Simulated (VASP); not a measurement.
Set up this calculation in VASP 6.6.1, as the native input.

```yaml
Task: single point
Functional: PBEsol
Potentials_or_basis: VASP PAW PBE potentials, release 64 (Sr_sv, O)
Cutoff: 520 eV
k_mesh: 2 × 2 × 2, shifted
Occupations: fermi-dirac, width 0.2241 eV
Spin: no spin polarisation
Dipole_correction: no
Further_INCAR_settings: LREAL = Auto; ALGO = Normal; EDIFF = 1e-07; NBANDS = 78
```

The structure of SrO lies in POSCAR:

```
SrO
1.0
   -5.3055068814      5.3055068814      0.0000000000
   -5.3055068814      0.0000000000      5.3055068814
    0.0000000000      5.3055068814      5.3055068814
Sr O
8 8
Direct
    0.0534608674     -0.0322123793      0.0110102581
    0.4764521198      0.0071303272     -0.0058475091
    0.0028467591      0.5186487477      0.0005644136
    0.0002823481      0.0084806223      0.5203427423
    0.4918889106      0.5182262622     -0.0192963655
    0.4855934706      0.0046414981      0.4927107925
   -0.0257525818      0.5042887626      0.5488479358
    0.5065393487      0.5281634842      0.4924062975
    0.7153342904      0.7826846883      0.6736956675
    0.2573484552      0.7572209574      0.7358230019
    0.8167392102      0.1910393338      0.7275801514
    0.7307653324      0.7925439725      0.1897261699
    0.2980513522      0.3013360525      0.6908132591
    0.2918525100      0.7325431079      0.2287394074
    0.7706750913      0.2456852906      0.1661713046
    0.1737317509      0.3016071858      0.2804397456
```

This cell differs from its parent crystal: dynamics (nvt langevin) at 2600 K, volume x 1.1, from the last frame before.

These files were run (other wordings do the same):

INCAR

```
SYSTEM = SrO
PREC = Accurate
ENCUT = 520
EDIFF = 1E-7
ISMEAR = -1
SIGMA = 0.2241
LREAL = Auto
LASPH = .True.
NELM = 60
ALGO = Normal
ISIF = 2
LWAVE = .False.
LCHARG = .True.
GGA = PS
LELF = .True.
LVHAR = .True.
NBANDS = 78
```

KPOINTS

```
Automatic mesh
0
Gamma
  2 2 2
  0.5 0.5 0.5
```

Potentials or basis: VASP PAW PBE potentials, release 64 (Sr_sv, O).

Launch:

```bash
$ cat potpaw_PBE.64/Sr_sv/POTCAR potpaw_PBE.64/O/POTCAR > POTCAR
$ mpirun -np 1 vasp_std > vasp.out
```

It gave:

```json
{"Pressure": "-2.5 GPa", "Largest force": "3.439 eV/Å", "Band gap on the k mesh": "3.26 eV (least direct gap 3.28 eV)"}
```

Caveat: the atoms stand as in a frame of molecular dynamics; the PAW data sets were made with another functional, which shifts forces and pressure a little; a shifted mesh leaves out Γ, where band edges can lie.

It took 8.4 min on 1 thread of Intel(R) Xeon(R) Platinum 8559C (Emerald Rapids) (shared host), peak memory 0.54 GiB.
